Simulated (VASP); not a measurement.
# CdF2 in VASP: further runs, part 2 of 2

VASP 6.6.1. Earlier steps stand in the parts before.

**4. Single point, LDA**

INCAR reads:

```
ALGO = Normal
EDIFF = 1E-6
ENCUT = 600
GGA_COMPAT = F
ISIF = 2
ISMEAR = 0
LASPH = T
LCHARG = F
LREAL = F
LWAVE = F
NBANDS = 20
NELM = 120
PREC = Accurate
SIGMA = 0.01
```

KPOINTS reads:

```
k-points
0
Gamma
  5 5 5
```

POSCAR reads:

```
CdF2
1.0
    0.0000000000      2.6940000000      2.6940000000
    2.6940000000      0.0000000000      2.6940000000
    2.6940000000      2.6940000000      0.0000000000
Cd F
1 2
Direct
   -0.0046399406     -0.0046399406      0.0046399406
    0.2500000000      0.2500000000      0.2500000000
    0.7500000000      0.7500000000      0.7500000000
```

Potentials or basis: VASP PAW LDA potentials, release 64 (Cd, F).

Started as:

```console
$ cat potpaw_LDA.64/Cd/POTCAR potpaw_LDA.64/F/POTCAR > POTCAR
$ mpirun -np 1 vasp_std > vasp.out
```

OUTCAR:

```text
EDIFF = 1E-6
   ENCUT = 600
   ISIF = 2
   ISMEAR = 0
   LASPH = T
   LREAL = F
   NELM = 120
   PREC = Accurate

 ion  position               nearest neighbor table
   1  0.995  0.995  0.005-   3 2.32   3 2.32   2 2.32   2 2.32   3 2.35   3 2.35   2 2.35   2 2.35

   2  0.250  0.250  0.250-   1 2.32   1 2.32   1 2.35   1 2.35
   3  0.750  0.750  0.750-   1 2.32   1 2.32   1 2.35   1 2.35

  LATTYP: Found a face centered cubic cell.
 ALAT       =     5.3880000000

  Lattice vectors:

 A1 = (   0.0000000000,   2.6940000000,   2.6940000000)
 A2 = (   2.6940000000,   0.0000000000,   2.6940000000)
 A3 = (   2.6940000000,   2.6940000000,   0.0000000000)

Analysis of symmetry for initial positions (statically):
=====================================================================
 Subroutine PRICEL returns:
 Original cell was already a primitive cell.

 Routine SETGRP: Setting up the symmetry group for a
 face centered cubic supercell.

 Subroutine GETGRP returns: Found  8 space group operations
 (whereof  8 operations were pure point group operations)
 out of a pool of 48 trial point group operations.

The static configuration has the point symmetry C_4v.

Analysis of symmetry for dynamics (positions and initial velocities):
=====================================================================
 Subroutine PRICEL returns:
 Original cell was already a primitive cell.

 Routine SETGRP: Setting up the symmetry group for a
 face centered cubic supercell.

 Subroutine GETGRP returns: Found  8 space group operations
 (whereof  8 operations were pure point group operations)
 out of a pool of 48 trial point group operations.

The dynamic configuration has the point symmetry C_4v.

 Subroutine INISYM returns: Found  8 space group operations
 (whereof  8 operations are pure point group operations),
 and found     1 'primitive' translations

----------------------------------------------------------------------------------------

                                     Primitive cell

  volume of cell :      39.1041

  direct lattice vectors                    reciprocal lattice vectors
     0.000000000  2.694000000  2.694000000    -0.185597624  0.185597624  0.185597624
     2.694000000  0.000000000  2.694000000     0.185597624 -0.185597624  0.185597624
     2.694000000  2.694000000  0.000000000     0.185597624  0.185597624 -0.185597624

  length of vectors
     3.809891337  3.809891337  3.809891337     0.321464515  0.321464515  0.321464515

  position of ions in fractional coordinates (direct lattice)
     0.995360059  0.995360059  0.004639941
     0.250000000  0.250000000  0.250000000
     0.750000000  0.750000000  0.750000000

  ion indices of the primitive-cell ions
   primitive index   ion index
                 1           1
                 2           2
                 3           3

----------------------------------------------------------------------------------------

 KPOINTS: k-points

Automatic generation of k-mesh.
 Grid dimensions read from file:
 generate k-points for:    5    5    5

 Generating k-lattice:

  Cartesian coordinates                     Fractional coordinates (reciprocal lattice)
    -0.037119525  0.037119525  0.037119525     0.200000000  0.000000000  0.000000000
     0.037119525 -0.037119525  0.037119525     0.000000000  0.200000000  0.000000000
     0.037119525  0.037119525 -0.037119525     0.000000000  0.000000000  0.200000000

  Length of vectors
     0.064292903  0.064292903  0.064292903

  Shift w.r.t. Gamma in fractional coordinates (k-lattice)
     0.000000000  0.000000000  0.000000000

 Subroutine IBZKPT returns following result:
 ===========================================

 Found     18 irreducible k-points:

 Following reciprocal coordinates:
            Coordinates               Weight
  0.000000  0.000000  0.000000      1.000000
  0.200000  0.000000  0.000000      8.000000
  0.400000  0.000000  0.000000      8.000000
  0.200000  0.200000  0.000000      2.000000
  0.000000  0.200000  0.200000      4.000000
  0.400000  0.200000  0.000000      8.000000
[... 10 lines left out ...]
  0.200000 -0.400000  0.400000      8.000000
  0.400000  0.200000 -0.400000      8.000000
   k-points           NKPTS =     18   k-points in BZ     NKDIM =     18   number of bands    NBANDS=     20
   number of dos      NEDOS =    301   number of ions     NIONS =      3
   total plane-waves  NPLWV =  27000
   dimension x,y,z NGX =    30 NGY =   30 NGZ =   30
   dimension x,y,z NGXF=    60 NGYF=   60 NGZF=   60
   ions per type =               1   2
   NGX,Y,Z   is equivalent  to a cutoff of  13.09, 13.09, 13.09 a.u.
   NGXF,Y,Z  is equivalent  to a cutoff of  26.18, 26.18, 26.18 a.u.
 SYSTEM =  unknown system
   PREC   = accura    normal or accurate (medium, high low for compatibility)
   ISTART =      0    job   : 0-new  1-cont  2-samecut
   ICHARG =      2    charge: 1-file 2-atom 10-const
   ISPIN  =      1    spin polarized calculation?
   LNONCOLLINEAR =      F non collinear calculations
   LSORBIT =      F    spin-orbit coupling
   LASPH  =      T    aspherical Exc in radial PAW
   ENCUT  =  600.0 eV  44.10 Ry    6.64 a.u.   7.61  7.61  7.61*2*pi/ulx,y,z
   NELM   =    120;   NELMIN=  2; NELMDL= -5     # of ELM steps
   EDIFF  = 0.1E-05   stopping-criterion for ELM
   LREAL  =      F    real-space projection
   EDIFFG = 0.1E-04   stopping-criterion for IOM
   NSW    =      0    number of steps for IOM
   IBRION =     -1    ionic relax: 0-MD 1-quasi-New 2-CG
   NFREE  =      0    steps in history (QN), initial steepest desc. (CG)
   ISIF   =      2    stress and relaxation
   ISYM   =      2    0-nonsym 1-usesym 2-fastsym
   POTIM  = 0.5000    time-step for ionic-motion
   TEBEG  =    0.0;   TEEND  =   0.0 temperature during run
   PSTRESS=    0.0 pullay stress
   NELECT =      26.0000    total number of electrons
   NUPDOWN=      -1.0000    fix difference up-down
   EMIN   =  10.00;   EMAX   =-10.00  energy-range for DOS
   EFERMI =   0.00;   METHOD = LEGACY
   ISMEAR =     0;   SIGMA  =   0.01  broadening in eV -4-tet -1-fermi 0-gaus
   EFERMI_NEDOS =   21; number of points for ismear=-14 and -15
   IALGO  =     38    algorithm
   IMIX   =      4    mixing-type and parameters
     AMIX     =   0.40;   BMIX     =  1.00
     AMIX_MAG =   1.60;   BMIX_MAG =  1.00
  volume/ion in A,a.u.               =      13.03        87.96
  Fermi-wavevector in a.u.,A,eV,Ry     =   1.428867  2.700166 27.778468  2.041660
  Thomas-Fermi vector in A             =   2.548882
   LORBIT       =      0    0 simple, 1 ext, 2 COOP (PROOUT), +10 PAW based schemes
   GGA     = CA    functional components
   LHFCALC =     F    Hartree Fock is set to
   AEXX    =    0.0000 exact exchange contribution
   IVDW    =     0    specifies the selected vdW correction
   LEPSILON=     F    determine dielectric tensor
   LRPA    =     F    only Hartree local field effects (RPA)
 non-spin polarized calculation
 Gauss-broadening in eV      SIGMA  =   0.01
  energy-cutoff  :      600.00
  volume of cell :       39.10
 maximum number of plane-waves:      1326
   NGX = 15   NGY = 15   NGZ = 15

 number of electron      25.9999983 magnetization

 Free energy of the ion-electron system (eV)
  ---------------------------------------------------
  ext. energy  EPLUGINS =         0.00000000
  ---------------------------------------------------
  free energy    TOTEN  =       -12.71734715 eV

  energy without entropy =      -12.71734715  energy(sigma->0) =      -12.71734715

 E-fermi :  -1.6098     XC(G=0): -11.1267

 val. band max:       -1.7458874009   @ k =   0.2000  -0.4000   0.4000
 cond. band min:       1.1342816294   @ k =   0.0000   0.0000   0.0000
 fundamental gap:      2.8801690303
 Fermi energy:        -1.6097939444

 k-point     1 :       0.0000    0.0000    0.0000
  band No.  band energies     occupation
      1     -22.1113      2.00000
      2     -20.9292      2.00000
      3      -7.3064      2.00000
      4      -7.3064      2.00000
      5      -7.3048      2.00000
      6      -6.0261      2.00000
[... 12 lines left out ...]
     19      17.8641      0.00000
     20      17.8701      0.00000
[... 369 lines left out ...]
 k-point    18 :       0.4000    0.2000   -0.4000
  band No.  band energies     occupation
      1     -21.5572      2.00000
      2     -21.3947      2.00000
      3      -6.7849      2.00000
      4      -6.4849      2.00000
      5      -6.3971      2.00000
      6      -6.0316      2.00000
[... 12 lines left out ...]
     19      17.2659      0.00000
     20      19.2540      0.00000

------------------------ aborting loop because EDIFF is reached ----------------------------------------

  FORCE on cell =-STRESS in cart. coord.  units (eV):
  Direction    XX          YY          ZZ          XY          YZ          ZX
  --------------------------------------------------------------------------------------
  -------------------------------------------------------------------------------------
  Total       -1.1901836     -1.1901836     -1.1959314      0.0000000     -0.0000000      0.0000000
  in kB      -48.7642772    -48.7642772    -48.9997731      0.0000000     -0.0000000      0.0000000
  external PRESSURE =     -48.8427758 kB  Pullay stress =       0.0000000 kB

 VOLUME and BASIS-vectors are now :
 -----------------------------------------------------------------------------
  energy-cutoff  :      600.00
  volume of cell :       39.10
      direct lattice vectors                 reciprocal lattice vectors
     0.000000000  2.694000000  2.694000000    -0.185597624  0.185597624  0.185597624
     2.694000000  0.000000000  2.694000000     0.185597624 -0.185597624  0.185597624
     2.694000000  2.694000000  0.000000000     0.185597624  0.185597624 -0.185597624

 POSITION                                       TOTAL-FORCE (eV/Angst)
 -----------------------------------------------------------------------------------
      2.69400      2.69400      5.36300         0.000000      0.000000      0.122086
      1.34700      1.34700      1.34700         0.000000      0.000000     -0.061043
      4.04100      4.04100      4.04100         0.000000      0.000000     -0.061043
 -----------------------------------------------------------------------------------
    total drift:                               -0.000000     -0.000000     -0.000308

  FREE ENERGIE OF THE ION-ELECTRON SYSTEM (eV)
  ---------------------------------------------------
  free  energy   TOTEN  =       -12.7173471533 eV

  energy  without entropy=      -12.7173471533  energy(sigma->0) =      -12.71734715
```

stdout:

```text
POSCAR found type information on POSCAR CdF
 POSCAR found :  2 types and       3 ions
 scaLAPACK will be used
 LDA part: xc-table for (Slater(with rela. corr.)+CA(PZ))
 , standard interpolation
 POSCAR, INCAR and KPOINTS ok, starting setup
 FFT: planning ... GRIDC
 FFT: planning ... GRID_SOFT
 FFT: planning ... GRID
 WAVECAR not read
 entering main loop
```

It took 27 s on 1 thread of AMD EPYC 7R13, shared host; peak memory 0.15 GiB.

What came out:

```yaml
Free_energy: -12.7173 eV
Pressure: -4.9 GPa
Largest_force: 0.122 eV/Å
Band_gap_on_the_k_mesh: 2.88 eV (least direct gap 3.28 eV)
```

Forces in eV/Å, atoms in the order of the input:
```
Cd   0.000  0.000  0.122
F    0.000  0.000 -0.061
F    0.000  0.000 -0.061
```

Levels at points of the mesh, in eV from the valence-band top:
```
           k point  band 11  band 12  band 13  band 14  band 15  band 16
(0.00, 0.00, 0.00)    -0.40    -0.40    -0.40     2.88    12.39    12.39
```

Caveat: the cell stands under tension.

**5. Single point, LDA**

INCAR reads:

```
PREC = Accurate ; ENCUT = 600
EDIFF = 1E-6 ; ISMEAR = 0
SIGMA = 0.01 ; LREAL = F
LASPH = T ; NELM = 120
ALGO = Normal ; ISIF = 2
LWAVE = F ; LCHARG = F
NBANDS = 20 ; GGA_COMPAT = F
```

KPOINTS reads:

```
regular mesh
0
Gamma
  5 5 5
```

Changes to POSCAR since step 4:

```diff
@@ -8,3 +8,3 @@
 Direct
-   -0.0046399406     -0.0046399406      0.0046399406
+    0.0046399406      0.0046399406     -0.0046399406
     0.2500000000      0.2500000000      0.2500000000
```

Started as:

```console
$ cat potpaw_LDA.64/Cd/POTCAR potpaw_LDA.64/F/POTCAR > POTCAR
$ mpirun -np 1 vasp_std > vasp.out
```

Run time: 27 s. Hardware: 1 thread of AMD EPYC 7R13, shared host; peak memory 0.15 GiB.

The run converged. Its results:

```yaml
Free_energy: -12.7173 eV
Pressure: -4.9 GPa
Largest_force: 0.122 eV/Å
Band_gap_on_the_k_mesh: 2.88 eV (least direct gap 3.28 eV)
```

Forces in eV/Å, atoms in the order of the input:
```
Cd   0.000  0.000 -0.122
F    0.000  0.000  0.061
F    0.000  0.000  0.061
```

Levels at points of the mesh, in eV from the valence-band top:
```
           k point  band 9  band 10  band 11  band 12  band 13  band 14  band 15  band 16  band 17  band 18
(0.00, 0.00, 0.00)   -0.93    -0.92    -0.40    -0.40    -0.40     2.88    12.39    12.39    12.39    17.21
```

Caveat: the cell stands under tension.

**6. Single point, LDA**

INCAR reads:

```
PREC = Accurate
ENCUT = 600
EDIFF = 1E-6
ISMEAR = 0
SIGMA = 0.01
LREAL = False
LASPH = True
NELM = 120
ALGO = Normal
ISIF = 2
LWAVE = False
LCHARG = False
GGA = CA
NBANDS = 20
GGA_COMPAT = False
```

KPOINTS is that of step 5.

Changes to POSCAR since step 5:

```diff
@@ -8,3 +8,3 @@
 Direct
-    0.0046399406      0.0046399406     -0.0046399406
+    0.0092798812      0.0092798812     -0.0092798812
     0.2500000000      0.2500000000      0.2500000000
```

Potentials or basis: VASP PAW LDA potentials, release 64 (Cd, F).

Started as:

```console
$ cat potpaw_LDA.64/Cd/POTCAR potpaw_LDA.64/F/POTCAR > POTCAR
$ mpirun -np 1 vasp_std > vasp.out
```

Wall time 24 s (1 thread of AMD EPYC 7R13, shared host); peak memory 0.15 GiB.

It converged, with:

| Property | Result |
| --- | --- |
| Free energy | -12.7128 eV |
| Pressure | -4.8 GPa |
| Largest force | 0.245 eV/Å |
| Band gap on the k mesh | 2.88 eV (least direct gap 3.28 eV) |

Forces in eV/Å, atoms in the order of the input:
```
Cd   0.000  0.000 -0.245
F    0.000  0.000  0.122
F    0.000  0.000  0.122
```

Stress tensor (GPa, compression positive):
```
-4.75  0.00  0.00
 0.00 -4.75  0.00
 0.00  0.00 -4.84
```

Levels at points of the mesh, in eV from the valence-band top:
| k point | band 11 | band 12 | band 13 | band 14 | band 15 | band 16 |
| --- | --- | --- | --- | --- | --- | --- |
| (0.00, 0.00, 0.00) | -0.40 | -0.40 | -0.40 | 2.88 | 12.39 | 12.40 |

Caveat: the cell stands under tension. LDA gaps usually lie below the measured ones, often by a third to a half.

**7. The runs side by side**

```csv
cell,gap on the mesh (eV),pressure (GPa),largest force (eV/Å)
"as given, atomic positions A",2.88,-4.9,-
"as given, atomic positions B",2.88,-4.8,0.24
"as given, atomic positions C",2.88,-4.9,0.12
```

Alike in all rows: task single point; level LDA; potentials or basis VASP PAW LDA potentials, release 64 (Cd, F); no spin polarisation; k mesh 5 × 5 × 5; cutoff (eV) 600; smearing gaussian 0.01 eV.

Caveats: the cell stands under tension; an odd mesh through Γ misses points on the zone boundary, where band edges can lie (at least some runs).

Absolute energies hang on the potentials; compare differences alone.
